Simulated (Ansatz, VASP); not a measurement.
# ZnC3 in VASP and in Ansatz

```
CELL_PARAMETERS angstrom
0.00000 3.73805 3.73805
3.73805 0.00000 3.73805
3.73805 3.73805 0.00000
ATOMIC_POSITIONS crystal
Zn 0.00000 0.00000 0.00000
Zn 0.25000 0.25000 0.25000
C 0.62500 0.62500 0.62500
C 0.62500 0.62500 0.12500
C 0.62500 0.12500 0.62500
C 0.12500 0.62500 0.62500
C 0.75000 0.75000 0.75000
C 0.50000 0.50000 0.50000
```

Alike in both runs: task relaxation of cell and atoms; functional PBE; k mesh 4 × 4 × 4; occupations gaussian, width 0.1 eV; no spin polarisation.

```csv
,VASP,Ansatz
version,VASP 6.6.1,Ansatz 0.2.0
potentials or method,"VASP PAW PBE potentials, release 64 (Zn, C), cutoff 600 eV","scalar-relativistic, plane waves, PAW"
valence electrons in the cell,48,48
```

|  | VASP | Ansatz | Ansatz less VASP |
| --- | --- | --- | --- |
| gap on the k mesh at the Fermi level, each at its own relaxed structure (eV) | 0.33 | 0.33 | 0.000 |
| relaxed volume (Å³/atom) | 9.88 | 9.89 | +0.014 |
| relaxed length of the cell vector where the two differ most in proportion (Å) | 4.816 | 4.819 | +0.0023 |

Noted on VASP's run: the volume moved by over 15 % at a fixed basis, so the end points are rough.
